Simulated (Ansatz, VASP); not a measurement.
**One calculation of BN, two programs**

```
B N
1.0
     0.01808    1.81654    1.81654
     1.81654    0.01808    1.81654
     1.81654    1.81654    0.01808
B N
1 1
Direct
  0.00000 0.00000 0.00000
  0.75000 0.75000 0.75000
```

Change from the starting cell: equal xy, yz and zx shear strains of +1 %.

Alike in both runs: task single point; functional PBEsol; k mesh 13 × 13 × 13; occupations fermi-dirac, width 0.03 eV; no spin polarisation.

```csv
,VASP,Ansatz
version,VASP 6.6.1,Ansatz 0.2.0
potentials or method,"VASP PAW PBE potentials, release 64 (B, N), cutoff 520 eV","all-electron LAPW, scalar-relativistic"
```

```csv
,VASP,Ansatz,Ansatz less VASP
gap on the k mesh at the Fermi level (eV),4.33,4.33,+0.008
pressure (GPa),-2.2,-2.8,-0.58
"traceless stress, the component that is largest in VASP (GPa)",-4.49,-4.46,+0.035
rms of the force components (eV/Å),0.016,0.014,-0.0023
```

VASP's potentials were made for PBE, not for PBEsol. Atom by atom the forces differ by 0.002 eV/Å (rms over components). Ansatz ran all-electron here, and VASP with PAW potentials.
